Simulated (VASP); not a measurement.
Here is a VASP 6.6.1 calculation.

File INCAR:

```
PREC = Accurate ; ENCUT = 400
EDIFF = 1E-6 ; ISMEAR = 0
SIGMA = 0.03 ; LREAL = F
LASPH = T ; NELM = 120
ALGO = Normal ; ISIF = 2
LWAVE = F ; LCHARG = T
LDIPOL = T ; IDIPOL = 3
DIPOL = 0.5 0.5 0.284 ; GGA = PE
IVDW = 12 ; LELF = T
LVHAR = T ; LVACPOTAV = T
NBANDS = 20 ; GGA_COMPAT = F
NELMDL = -8
```

Contents of KPOINTS:

```
regular mesh
0
Gamma
  12 12 1
```

File POSCAR:

```
CdI2
1.0
    4.2433255620      0.0000000000      0.0000000000
   -2.1216627810      3.6748277332      0.0000000000
    0.0000000000      0.0000000000     30.7199999998
I Cd
2 1
Direct
    0.3333333333      0.6666666667      0.2276158277
    0.6666666667      0.3333333333      0.3407435473
    0.0000000000      0.0000000000      0.2841796875
```

Potentials or basis: VASP PAW PBE potentials, release 64 (I, Cd).

The run is started by

```console
$ cat potpaw_PBE.64/I/POTCAR potpaw_PBE.64/Cd/POTCAR > POTCAR
$ mpirun -np 1 vasp_std > vasp.out
```

(1) Estimate the band gap on the k mesh.

(2) What does it give for the largest force?

(3) What does it give for the ionisation potential of the upper face?

(4) Predict the dispersion energy per atom.

Results:

(1) 2.44 eV (least direct gap 2.66 eV).

(2) 0.019 eV/Å.

(3) 6.28 eV.

(4) -0.249 eV.

Caveat: spin-orbit coupling is left out, which moves the levels of the heavy elements.
